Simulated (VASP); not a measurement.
# TaS2 (P-3m1) in VASP: a series of runs, part 2 of 2

VASP 6.6.1. Earlier steps stand in the parts before.

## 5. Single point, PBEsol (equal xx and yy strain of +2 %)

Input file INCAR:

```
SYSTEM = TaS2
  ALGO = Normal
  EDIFF = 1E-6
  ENCUT = 500
  GGA = PS
  GGA_COMPAT = .FALSE.
  ISIF = 2
  ISMEAR = -1
  LASPH = .TRUE.
  LCHARG = .FALSE.
  LREAL = .FALSE.
  LWAVE = .FALSE.
  NBANDS = 18
  NELM = 120
  PREC = Accurate
  SIGMA = 0.02
```

Input file KPOINTS:

```
k-points
0
G
  8 8 4
  0 0 0
```

Input file POSCAR:

```
TaS2
1.0
    3.4170021630      0.0000000000      0.0000000000
   -1.7085010815      2.9592106780      0.0000000000
    0.0000000000      0.0000000000      5.8600000000
Ta S
1 2
Direct
    0.0000000000      0.0000000000      0.0000000000
    0.3333333333      0.6666666667      0.2500000000
    0.6666666667      0.3333333333      0.7500000000
```

Potentials or basis: VASP PAW PBE potentials, release 64 (Ta_pv, S).

Run with:

```console
> cat potpaw_PBE.64/Ta_pv/POTCAR potpaw_PBE.64/S/POTCAR > POTCAR
> mpirun -np 1 vasp_std > vasp.out
```

OUTCAR:

```text
SYSTEM = TaS2
   EDIFF = 1E-6
   ENCUT = 500
   GGA = PS
   ISIF = 2
   ISMEAR = -1
   LASPH = .TRUE.
   LREAL = .FALSE.
   NELM = 120
   PREC = Accurate

 ion  position               nearest neighbor table
   1  0.000  0.000  0.000-   2 2.46   3 2.46   3 2.46   2 2.46   3 2.46   2 2.46
   2  0.333  0.667  0.250-   1 2.46   1 2.46   1 2.46
   3  0.667  0.333  0.750-   1 2.46   1 2.46   1 2.46

  LATTYP: Found a hexagonal cell.
 ALAT       =     3.4170021630
 C/A-ratio  =     1.7149535530

  Lattice vectors:

 A1 = (   3.4170021630,   0.0000000000,   0.0000000000)
 A2 = (  -1.7085010815,   2.9592106780,   0.0000000000)
 A3 = (   0.0000000000,   0.0000000000,   5.8600000000)

Analysis of symmetry for initial positions (statically):
=====================================================================
 Subroutine PRICEL returns:
 Original cell was already a primitive cell.

 Routine SETGRP: Setting up the symmetry group for a
 hexagonal supercell.

 Subroutine GETGRP returns: Found 12 space group operations
 (whereof 12 operations were pure point group operations)
 out of a pool of 24 trial point group operations.

The static configuration has the point symmetry D_3d.

Analysis of symmetry for dynamics (positions and initial velocities):
=====================================================================
 Subroutine PRICEL returns:
 Original cell was already a primitive cell.

 Routine SETGRP: Setting up the symmetry group for a
 hexagonal supercell.

 Subroutine GETGRP returns: Found 12 space group operations
 (whereof 12 operations were pure point group operations)
 out of a pool of 24 trial point group operations.

The dynamic configuration has the point symmetry D_3d.

 Subroutine INISYM returns: Found 12 space group operations
 (whereof 12 operations are pure point group operations),
 and found     1 'primitive' translations

----------------------------------------------------------------------------------------

                                     Primitive cell

  volume of cell :      59.2541

  direct lattice vectors                    reciprocal lattice vectors
     3.417002163  0.000000000  0.000000000     0.292654190  0.168963975  0.000000000
    -1.708501081  2.959210678  0.000000000     0.000000000  0.337927951  0.000000000
     0.000000000  0.000000000  5.860000000     0.000000000  0.000000000  0.170648464

  length of vectors
     3.417002163  3.417002163  5.860000000     0.337927951  0.337927951  0.170648464

  position of ions in fractional coordinates (direct lattice)
     0.000000000  0.000000000  0.000000000
     0.333333333  0.666666667  0.250000000
     0.666666667  0.333333333  0.750000000

  ion indices of the primitive-cell ions
   primitive index   ion index
                 1           1
                 2           2
                 3           3

----------------------------------------------------------------------------------------

 KPOINTS: k-points

Automatic generation of k-mesh.
 Grid dimensions read from file:
 generate k-points for:    8    8    4

 Generating k-lattice:

  Cartesian coordinates                     Fractional coordinates (reciprocal lattice)
     0.036581774  0.021120497  0.000000000     0.125000000  0.000000000  0.000000000
     0.000000000  0.042240994  0.000000000     0.000000000  0.125000000  0.000000000
     0.000000000  0.000000000  0.042662116     0.000000000  0.000000000  0.250000000

  Length of vectors
     0.042240994  0.042240994  0.042662116

  Shift w.r.t. Gamma in fractional coordinates (k-lattice)
     0.000000000  0.000000000  0.000000000

 Subroutine IBZKPT returns following result:
 ===========================================

 Found     35 irreducible k-points:

 Following reciprocal coordinates:
            Coordinates               Weight
  0.000000  0.000000  0.000000      1.000000
  0.125000  0.000000  0.000000      6.000000
  0.250000  0.000000  0.000000      6.000000
  0.375000  0.000000  0.000000      6.000000
  0.500000  0.000000  0.000000      3.000000
  0.125000  0.125000  0.000000      6.000000
[... 16 lines left out ...]
 -0.125000  0.500000  0.250000     12.000000
  0.250000  0.250000  0.250000     12.000000
 [... further k-points ...]
   k-points           NKPTS =     35   k-points in BZ     NKDIM =     35   number of bands    NBANDS=     18
   number of dos      NEDOS =    301   number of ions     NIONS =      3
   total plane-waves  NPLWV =  37632
   dimension x,y,z NGX =    28 NGY =   28 NGZ =   48
   dimension x,y,z NGXF=    56 NGYF=   56 NGZF=   96
   ions per type =               1   2
   NGX,Y,Z   is equivalent  to a cutoff of  13.62, 13.62, 13.62 a.u.
   NGXF,Y,Z  is equivalent  to a cutoff of  27.25, 27.25, 27.23 a.u.
 SYSTEM =  TaS2
   PREC   = accura    normal or accurate (medium, high low for compatibility)
   ISTART =      0    job   : 0-new  1-cont  2-samecut
   ICHARG =      2    charge: 1-file 2-atom 10-const
   ISPIN  =      1    spin polarized calculation?
   LNONCOLLINEAR =      F non collinear calculations
   LSORBIT =      F    spin-orbit coupling
   LASPH  =      T    aspherical Exc in radial PAW
   ENCUT  =  500.0 eV  36.75 Ry    6.06 a.u.   6.23  6.23 10.68*2*pi/ulx,y,z
   NELM   =    120;   NELMIN=  2; NELMDL= -5     # of ELM steps
   EDIFF  = 0.1E-05   stopping-criterion for ELM
   LREAL  =      F    real-space projection
   EDIFFG = 0.1E-04   stopping-criterion for IOM
   NSW    =      0    number of steps for IOM
   IBRION =     -1    ionic relax: 0-MD 1-quasi-New 2-CG
   NFREE  =      0    steps in history (QN), initial steepest desc. (CG)
   ISIF   =      2    stress and relaxation
   ISYM   =      2    0-nonsym 1-usesym 2-fastsym
   POTIM  = 0.5000    time-step for ionic-motion
   TEBEG  =    0.0;   TEEND  =   0.0 temperature during run
   PSTRESS=    0.0 pullay stress
   NELECT =      23.0000    total number of electrons
   NUPDOWN=      -1.0000    fix difference up-down
   EMIN   =  10.00;   EMAX   =-10.00  energy-range for DOS
   EFERMI =   0.00;   METHOD = LEGACY
   ISMEAR =    -1;   SIGMA  =   0.02  broadening in eV -4-tet -1-fermi 0-gaus
   EFERMI_NEDOS =   21; number of points for ismear=-14 and -15
   IALGO  =     38    algorithm
   IMIX   =      4    mixing-type and parameters
     AMIX     =   0.40;   BMIX     =  1.00
     AMIX_MAG =   1.60;   BMIX_MAG =  1.00
  volume/ion in A,a.u.               =      19.75       133.29
  Fermi-wavevector in a.u.,A,eV,Ry     =   1.194202  2.256715 19.403525  1.426119
  Thomas-Fermi vector in A             =   2.330198
   LORBIT       =      0    0 simple, 1 ext, 2 COOP (PROOUT), +10 PAW based schemes
   GGA     = PS    functional components
   LHFCALC =     F    Hartree Fock is set to
   AEXX    =    0.0000 exact exchange contribution
   IVDW    =     0    specifies the selected vdW correction
   LEPSILON=     F    determine dielectric tensor
   LRPA    =     F    only Hartree local field effects (RPA)
 non-spin polarized calculation
  energy-cutoff  :      500.00
  volume of cell :       59.25
 maximum number of plane-waves:      1521
 NGX is ok and might be reduce to    28
   NGX = 13   NGY = 13   NGZ = 21

 number of electron      23.0000005 magnetization

 Free energy of the ion-electron system (eV)
  ---------------------------------------------------
  ext. energy  EPLUGINS =         0.00000000
  ---------------------------------------------------
  free energy    TOTEN  =       -24.48728954 eV

  energy without entropy =      -24.48146699  energy(sigma->0) =      -24.48437826

 E-fermi :   5.2103     XC(G=0): -10.5130

 val. band max:        5.1956002836   @ k =   0.3750   0.1250   0.2500
 cond. band min:       5.2143004006   @ k =   0.0000   0.1250   0.2500
 fundamental gap:      0.0187001170
 Fermi energy:         5.2102744136

 k-point     1 :       0.0000    0.0000    0.0000
  band No.  band energies     occupation
      1     -30.1191      2.00000
      2     -30.1191      2.00000
      3     -30.1080      2.00000
      4      -9.7167      2.00000
      5      -7.7100      2.00000
      6      -1.5938      2.00000
[... 10 lines left out ...]
     17      10.1640      0.00000
     18      10.2424      0.00000
[... 463 lines left out ...]
 k-point    24 :       0.2500    0.2500    0.2500
  band No.  band energies     occupation
      1     -30.3159      2.00000
      2     -30.2228      2.00000
      3     -30.0612      2.00000
      4      -7.8920      2.00000
      5      -7.7484      2.00000
      6      -0.6771      2.00000
[... 10 lines left out ...]
     17      11.9078      0.00000
     18      12.3584      0.00000

 [... further k-points ...]
[... 5 lines left out ...]
  --------------------------------------------------------------------------------------
  -------------------------------------------------------------------------------------
  Total       -1.1930142     -1.1930142      1.2218300      0.0000000     -0.0000000      0.0000000
  in kB      -32.2580013    -32.2580013     33.0371538      0.0000000     -0.0000000      0.0000000
  external PRESSURE =     -10.4929496 kB  Pullay stress =       0.0000000 kB

 VOLUME and BASIS-vectors are now :
 -----------------------------------------------------------------------------
  energy-cutoff  :      500.00
  volume of cell :       59.25
      direct lattice vectors                 reciprocal lattice vectors
     3.417002163  0.000000000  0.000000000     0.292654190  0.168963975  0.000000000
    -1.708501081  2.959210678  0.000000000     0.000000000  0.337927951  0.000000000
     0.000000000  0.000000000  5.860000000     0.000000000  0.000000000  0.170648464

 POSITION                                       TOTAL-FORCE (eV/Angst)
 -----------------------------------------------------------------------------------
      0.00000      0.00000      0.00000         0.000000      0.000000      0.000000
     -0.00000      1.97281      1.46500         0.000000     -0.000000      0.458796
      1.70850      0.98640      4.39500        -0.000000      0.000000     -0.458796
 -----------------------------------------------------------------------------------
    total drift:                               -0.000000     -0.000000     -0.000000

  FREE ENERGIE OF THE ION-ELECTRON SYSTEM (eV)
  ---------------------------------------------------
  free  energy   TOTEN  =       -24.4872895356 eV

  energy  without entropy=      -24.4814669933  energy(sigma->0) =      -24.48437826
```

It took 28 s on 1 thread of Intel Xeon Platinum 8375C at 2.90GHz (Ice Lake), shared host; peak memory 0.2 GiB.

Results:

```
Free energy            : -24.4873 eV
Pressure               : -1.0 GPa
Largest force          : 0.459 eV/Å
Band gap on the k mesh : zero (an odd number of electrons rules out a gap without spin polarisation)
```

Forces in eV/Å, atoms in the order of the input:
```
Ta   0.000  0.000  0.000
S    0.000  0.000  0.459
S    0.000  0.000 -0.459
```

Caveat: the cell differs from its parent crystal (equal xx and yy strain of +2 %); the PAW data sets were made with another functional, which shifts forces and pressure a little; spin-orbit coupling is left out, which moves the levels of the heavy elements; this functional lacks dispersion, which binds the layers, so the pressure and a relaxed spacing across them are unreliable.

## 6. Summary

| cell | gap on the mesh (eV) | pressure (GPa) | largest force (eV/Å) |
| --- | --- | --- | --- |
| a = 3.283, b = 3.283, c = 5.860 Å, angles 90.0, 90.0, 120.0°, 3 atoms | none | 11.1 | 1.65 |
| a = 3.317, b = 3.317, c = 5.860 Å, angles 90.0, 90.0, 120.0°, 3 atoms | none | 7.7 | 1.31 |
| a = 3.384, b = 3.384, c = 5.860 Å, angles 90.0, 90.0, 120.0°, 3 atoms | none | 1.6 | 0.72 |
| a = 3.417, b = 3.417, c = 5.860 Å, angles 90.0, 90.0, 120.0°, 3 atoms | none | -1.0 | 0.46 |

Alike in all rows: task single point; level PBEsol; potentials or basis VASP PAW PBE potentials, release 64 (Ta_pv, S); no spin polarisation; k mesh 8 × 8 × 4; cutoff (eV) 500; smearing fermi-dirac 0.02 eV.

Caveats: the PAW data sets were made with another functional, which shifts forces and pressure a little; spin-orbit coupling is left out, which moves the levels of the heavy elements; this functional lacks dispersion, which binds the layers, so the pressure and a relaxed spacing across them are unreliable; the cell stands under pressure (at least some runs).

Total energies depend on the potentials used, so only differences within one code and one set of settings carry meaning.
